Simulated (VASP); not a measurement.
Crystal: Pt.

```xyz
1
Lattice="-1.5457 1.5457 1.5457 1.5457 -1.5457 1.5457 1.5457 1.5457 -1.5457" Properties=species:S:1:pos:R:3 pbc="T T T"
Pt    0.0000    0.0000    0.0000
```

- Program: VASP 6.6.1
- Task: relaxation of cell and atoms
- Functional: LDA
- Potentials or basis: VASP PAW LDA potentials, release 64 (Pt)
- Cutoff: 600 eV
- k mesh: 19 × 19 × 19
- Occupations: fermi-dirac, width 0.05 eV
- Spin: no spin polarisation

At the start: pressure 4.1 GPa; volume 14.77 Å³/atom.

Question: How do energy, volume and symmetry change on relaxing?

Answer: Over 4 steps the energy falls by 2.5 meV/atom and the volume is 14.97 Å³/atom (+1.3 %); space group Im-3m (No. 229, to 0.05 Å).

The path:
| step | energy change (eV) | largest force (eV/Å) | pressure (GPa) | volume (Å³) |
| --- | --- | --- | --- | --- |
| 1 | 0.0000 | 0.0000 | 4.07 | 14.77 |
| 2 | 0.0190 | 0.0000 | -10.68 | 15.59 |
| 3 | -0.0025 | 0.0000 | -0.07 | 14.97 |
| 4 | -0.0025 | 0.0000 | 0.01 | 14.97 |

Final structure:
```yaml
crystal:
  lattice:
    - [-1.55256, 1.55256, 1.55256]
    - [1.55256, -1.55256, 1.55256]
    - [1.55256, 1.55256, -1.55256]
  atoms:
    - { symbol: Pt, position: [0.00000, 0.00000, 0.00000] }
```
